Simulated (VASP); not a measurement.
# Te (P6_222) in VASP: further runs

Te is run at these levels: PBE; tasks: single point.

All numbers are computed with VASP 6.6.1; they aren't measurements. Logs are shortened: lines on timing, memory, paths and dates and some standing lists are left out, and cuts for length are marked.

## Step 1: The cell of the first run

The structure is hexagonal, space group P6_222 (No. 180). Conventional cell: a = 6.776 Å, b = 6.776 Å, c = 6.931 Å, α = 90.00°, β = 90.00°, γ = 120.00°. Within 3.6 Å of Te (site symmetry 2) lie 3 Te at 2.70 to 3.08 Å.

## Step 2: Single point, PBE

File INCAR:

```
SYSTEM = Te
  ALGO = Normal
  EDIFF = 1E-6
  ENCUT = 520
  GGA = PE
  ISIF = 2
  ISMEAR = 0
  LASPH = .True.
  LCHARG = .False.
  LREAL = .False.
  LWAVE = .False.
  NBANDS = 27
  NELM = 80
  PREC = Accurate
  SIGMA = 0.1
```

File KPOINTS:

```
k-points
0
Gamma
  3 3 2
  0 0 0
```

File POSCAR:

```
Te
1.0
    6.7764301094      0.0000000000      0.0000000000
   -3.3882150547      5.8685606217      0.0000000000
    0.0000000000      0.0000000000      6.9313617887
Te
6
Direct
    0.0000000000      0.3007266804      0.6666666667
    0.0000000000      0.6992733196      0.6666666667
    0.3007266804      0.0000000000      0.0000000000
    0.3007266804      0.3007266804      0.3333333333
    0.6992733196      0.0000000000      0.0000000000
    0.6992733196      0.6992733196      0.3333333333
```

Potentials or basis: VASP PAW PBE potentials, release 64 (Te).

Command:

```console
cat potpaw_PBE.64/Te/POTCAR > POTCAR
mpirun -np 1 vasp_std > vasp.out
```

OUTCAR:

```text
SYSTEM = Te
   EDIFF = 1E-6
   ENCUT = 520
   GGA = PE
   ISIF = 2
   ISMEAR = 0
   LASPH = .True.
   LREAL = .False.
   NELM = 80
   PREC = Accurate

 ion  position               nearest neighbor table
   1  0.000  0.301  0.667-   2 2.70   5 3.08   4 3.08
   2  0.000  0.699  0.667-   1 2.70   3 3.08   6 3.08
   3  0.301  0.000  0.000-   5 2.70   4 3.08   2 3.08
   4  0.301  0.301  0.333-   6 2.70   3 3.08   1 3.08
   5  0.699  0.000  0.000-   3 2.70   1 3.08   6 3.08
   6  0.699  0.699  0.333-   4 2.70   5 3.08   2 3.08

  LATTYP: Found a hexagonal cell.
 ALAT       =     6.7764301094
 C/A-ratio  =     1.0228633184

  Lattice vectors:

 A1 = (   6.7764301094,   0.0000000000,   0.0000000000)
 A2 = (  -3.3882150547,   5.8685606217,   0.0000000000)
 A3 = (   0.0000000000,   0.0000000000,   6.9313617887)

Analysis of symmetry for initial positions (statically):
=====================================================================
 Subroutine PRICEL returns:
 Original cell was already a primitive cell.

 Routine SETGRP: Setting up the symmetry group for a
 hexagonal supercell.

 Subroutine GETGRP returns: Found 12 space group operations
 (whereof  4 operations were pure point group operations)
 out of a pool of 24 trial point group operations.

The static configuration has the point symmetry D_2 .
 The point group associated with its full space group is D_6 .

Analysis of symmetry for dynamics (positions and initial velocities):
=====================================================================
 Subroutine PRICEL returns:
 Original cell was already a primitive cell.

 Routine SETGRP: Setting up the symmetry group for a
 hexagonal supercell.

 Subroutine GETGRP returns: Found 12 space group operations
 (whereof  4 operations were pure point group operations)
 out of a pool of 24 trial point group operations.

The dynamic configuration has the point symmetry D_2 .
 The point group associated with its full space group is D_6 .

 Subroutine INISYM returns: Found 12 space group operations
 (whereof  4 operations are pure point group operations),
 and found     1 'primitive' translations

----------------------------------------------------------------------------------------

                                     Primitive cell

  volume of cell :     275.6456

  direct lattice vectors                    reciprocal lattice vectors
     6.776430109  0.000000000  0.000000000     0.147570326  0.085199767  0.000000000
    -3.388215055  5.868560622  0.000000000     0.000000000  0.170399535  0.000000000
     0.000000000  0.000000000  6.931361789     0.000000000  0.000000000  0.144271794

  length of vectors
     6.776430109  6.776430109  6.931361789     0.170399535  0.170399535  0.144271794

  position of ions in fractional coordinates (direct lattice)
     0.000000000  0.300726680  0.666666667
     0.000000000  0.699273320  0.666666667
     0.300726680  0.000000000  0.000000000
     0.300726680  0.300726680  0.333333333
     0.699273320  0.000000000  0.000000000
     0.699273320  0.699273320  0.333333333

  ion indices of the primitive-cell ions
   primitive index   ion index
                 1           1
                 2           2
                 3           3
                 4           4
                 5           5
                 6           6

----------------------------------------------------------------------------------------

 KPOINTS: k-points

Automatic generation of k-mesh.
 Grid dimensions read from file:
 generate k-points for:    3    3    2

 Generating k-lattice:

  Cartesian coordinates                     Fractional coordinates (reciprocal lattice)
     0.049190109  0.028399922  0.000000000     0.333333333  0.000000000  0.000000000
     0.000000000  0.056799845  0.000000000     0.000000000  0.333333333  0.000000000
     0.000000000  0.000000000  0.072135897     0.000000000  0.000000000  0.500000000

  Length of vectors
     0.056799845  0.056799845  0.072135897

  Shift w.r.t. Gamma in fractional coordinates (k-lattice)
     0.000000000  0.000000000  0.000000000

 Subroutine IBZKPT returns following result:
 ===========================================

 Found      6 irreducible k-points:

 Following reciprocal coordinates:
            Coordinates               Weight
  0.000000  0.000000  0.000000      1.000000
  0.333333  0.000000  0.000000      6.000000
  0.333333  0.333333  0.000000      2.000000
  0.000000  0.000000  0.500000      1.000000
  0.333333  0.000000  0.500000      6.000000
  0.333333  0.333333  0.500000      2.000000
   k-points           NKPTS =      6   k-points in BZ     NKDIM =      6   number of bands    NBANDS=     27
   number of dos      NEDOS =    301   number of ions     NIONS =      6
   total plane-waves  NPLWV = 135000
   dimension x,y,z NGX =    50 NGY =   50 NGZ =   54
   dimension x,y,z NGXF=   100 NGYF=  100 NGZF=  108
   ions per type =               6
   NGX,Y,Z   is equivalent  to a cutoff of  12.27, 12.27, 12.95 a.u.
   NGXF,Y,Z  is equivalent  to a cutoff of  24.53, 24.53, 25.90 a.u.
 SYSTEM =  Te
   PREC   = accura    normal or accurate (medium, high low for compatibility)
   ISTART =      0    job   : 0-new  1-cont  2-samecut
   ICHARG =      2    charge: 1-file 2-atom 10-const
   ISPIN  =      1    spin polarized calculation?
   LNONCOLLINEAR =      F non collinear calculations
   LSORBIT =      F    spin-orbit coupling
   LASPH  =      T    aspherical Exc in radial PAW
   ENCUT  =  520.0 eV  38.22 Ry    6.18 a.u.  12.60 12.60 12.89*2*pi/ulx,y,z
   NELM   =     80;   NELMIN=  2; NELMDL= -5     # of ELM steps
   EDIFF  = 0.1E-05   stopping-criterion for ELM
   LREAL  =      F    real-space projection
[... 7 lines left out ...]
   TEBEG  =    0.0;   TEEND  =   0.0 temperature during run
   PSTRESS=    0.0 pullay stress
   NELECT =      36.0000    total number of electrons
   NUPDOWN=      -1.0000    fix difference up-down
   EMIN   =  10.00;   EMAX   =-10.00  energy-range for DOS
   EFERMI =   0.00;   METHOD = LEGACY
   ISMEAR =     0;   SIGMA  =   0.10  broadening in eV -4-tet -1-fermi 0-gaus
   EFERMI_NEDOS =   21; number of points for ismear=-14 and -15
   IALGO  =     38    algorithm
   IMIX   =      4    mixing-type and parameters
     AMIX     =   0.40;   BMIX     =  1.00
     AMIX_MAG =   1.60;   BMIX_MAG =  1.00
  volume/ion in A,a.u.               =      45.94       310.02
  Fermi-wavevector in a.u.,A,eV,Ry     =   0.830600  1.569607  9.386611  0.689896
  Thomas-Fermi vector in A             =   1.943345
   LORBIT       =      0    0 simple, 1 ext, 2 COOP (PROOUT), +10 PAW based schemes
   GGA     = PE    functional components
   LHFCALC =     F    Hartree Fock is set to
   AEXX    =    0.0000 exact exchange contribution
   IVDW    =     0    specifies the selected vdW correction
   LEPSILON=     F    determine dielectric tensor
   LRPA    =     F    only Hartree local field effects (RPA)
 non-spin polarized calculation
 Gauss-broadening in eV      SIGMA  =   0.10
  energy-cutoff  :      520.00
  volume of cell :      275.65
 maximum number of plane-waves:      7478
 NGX is ok and might be reduce to    50
   NGX = 25   NGY = 25   NGZ = 25

 number of electron      35.9999995 magnetization

 Free energy of the ion-electron system (eV)
  ---------------------------------------------------
  ext. energy  EPLUGINS =         0.00000000
  ---------------------------------------------------
  free energy    TOTEN  =       -17.88026913 eV

  energy without entropy =      -17.88026913  energy(sigma->0) =      -17.88026913

 E-fermi :   3.1069     XC(G=0):  -7.5227

 val. band max:        2.7238969735   @ k =   0.3333   0.3333   0.0000
 cond. band min:       3.4934674596   @ k =   0.3333   0.3333   0.0000
 fundamental gap:      0.7695704861
 Fermi energy:         3.1068883088

 k-point     1 :       0.0000    0.0000    0.0000
  band No.  band energies     occupation
      1     -10.1127      2.00000
      2      -8.8384      2.00000
      3      -8.8384      2.00000
      4      -7.5132      2.00000
      5      -7.5132      2.00000
      6      -5.5313      2.00000
[... 19 lines left out ...]
     26       8.0277      0.00000
     27       8.0277      0.00000

 k-point     2 :       0.3333    0.0000    0.0000
  band No.  band energies     occupation
      1      -9.8489      2.00000
      2      -9.2186      2.00000
      3      -8.9325      2.00000
      4      -7.5509      2.00000
      5      -7.0658      2.00000
      6      -6.1276      2.00000
[... 19 lines left out ...]
     26       8.2114      0.00000
     27       8.2529      0.00000

 k-point     3 :       0.3333    0.3333    0.0000
  band No.  band energies     occupation
      1      -9.4408      2.00000
      2      -9.4408      2.00000
      3      -9.2769      2.00000
      4      -7.2672      2.00000
      5      -6.7499      2.00000
      6      -6.7499      2.00000
[... 19 lines left out ...]
     26       8.5900      0.00000
     27       8.5900      0.00000

 k-point     4 :       0.0000    0.0000    0.5000
  band No.  band energies     occupation
      1      -9.7289      2.00000
      2      -9.7289      2.00000
      3      -8.2950      2.00000
      4      -7.8771      2.00000
      5      -6.4605      2.00000
      6      -6.4605      2.00000
[... 19 lines left out ...]
     26       7.8685      0.00000
     27       7.8685      0.00000

 k-point     5 :       0.3333    0.0000    0.5000
  band No.  band energies     occupation
      1      -9.6554      2.00000
      2      -9.5468      2.00000
      3      -8.6795      2.00000
      4      -7.8965      2.00000
      5      -6.7633      2.00000
      6      -6.2413      2.00000
[... 19 lines left out ...]
     26       7.8914      0.00000
     27       8.2389      0.00000

 k-point     6 :       0.3333    0.3333    0.5000
  band No.  band energies     occupation
      1      -9.6452      2.00000
      2      -9.1743      2.00000
      3      -9.1743      2.00000
      4      -7.4531      2.00000
      5      -7.4531      2.00000
      6      -5.9589      2.00000
[... 19 lines left out ...]
     26       8.0297      0.00000
     27       8.2687      0.00000

------------------------ aborting loop because EDIFF is reached ----------------------------------------

  FORCE on cell =-STRESS in cart. coord.  units (eV):
  Direction    XX          YY          ZZ          XY          YZ          ZX
  --------------------------------------------------------------------------------------
  -------------------------------------------------------------------------------------
  Total        0.4271609      0.4271609      0.1726641      0.0000000      0.0000000      0.0000000
  in kB        2.4828525      2.4828525      1.0036018      0.0000000      0.0000000      0.0000000
  external PRESSURE =       1.9897689 kB  Pullay stress =       0.0000000 kB

 VOLUME and BASIS-vectors are now :
 -----------------------------------------------------------------------------
  energy-cutoff  :      520.00
  volume of cell :      275.65
      direct lattice vectors                 reciprocal lattice vectors
     6.776430109  0.000000000  0.000000000     0.147570326  0.085199767  0.000000000
    -3.388215055  5.868560622  0.000000000     0.000000000  0.170399535  0.000000000
     0.000000000  0.000000000  6.931361789     0.000000000  0.000000000  0.144271794

 POSITION                                       TOTAL-FORCE (eV/Angst)
 -----------------------------------------------------------------------------------
     -1.01893      1.76483      4.62091        -0.003663      0.006345     -0.000000
     -2.36929      4.10373      4.62091         0.003663     -0.006345     -0.000000
      2.03785      0.00000      0.00000         0.007326     -0.000000      0.000000
      1.01893      1.76483      2.31045         0.003663      0.006345      0.000000
      4.73858      0.00000      0.00000        -0.007326     -0.000000     -0.000000
      2.36929      4.10373      2.31045        -0.003663     -0.006345     -0.000000
 -----------------------------------------------------------------------------------
    total drift:                                0.000000     -0.000000      0.000000

  FREE ENERGIE OF THE ION-ELECTRON SYSTEM (eV)
  ---------------------------------------------------
  free  energy   TOTEN  =       -17.8802691343 eV

  energy  without entropy=      -17.8802691289  energy(sigma->0) =      -17.88026913
```

Wall time 60 s (1 thread of AMD EPYC 9R45 (Zen 5), shared host); peak memory 0.31 GiB.

Results:

```yaml
Free_energy: -17.8803 eV
Pressure: 0.2 GPa
Largest_force: 0.007 eV/Å
Band_gap_on_the_k_mesh: 0.77 eV, direct
```

Forces in eV/Å, atoms in the order of the input:
```
Te  -0.004  0.006  0.000
Te   0.004 -0.006  0.000
Te   0.007  0.000  0.000
Te   0.004  0.006  0.000
Te  -0.007  0.000  0.000
Te  -0.004 -0.006  0.000
```

Caveat: the k points lie up to 0.45 Å⁻¹ apart; spin-orbit coupling is left out, which moves the levels of the heavy elements. Expect the measured gap to be larger: semilocal functionals such as PBE lack the derivative discontinuity.

[end of part 1 of 2]
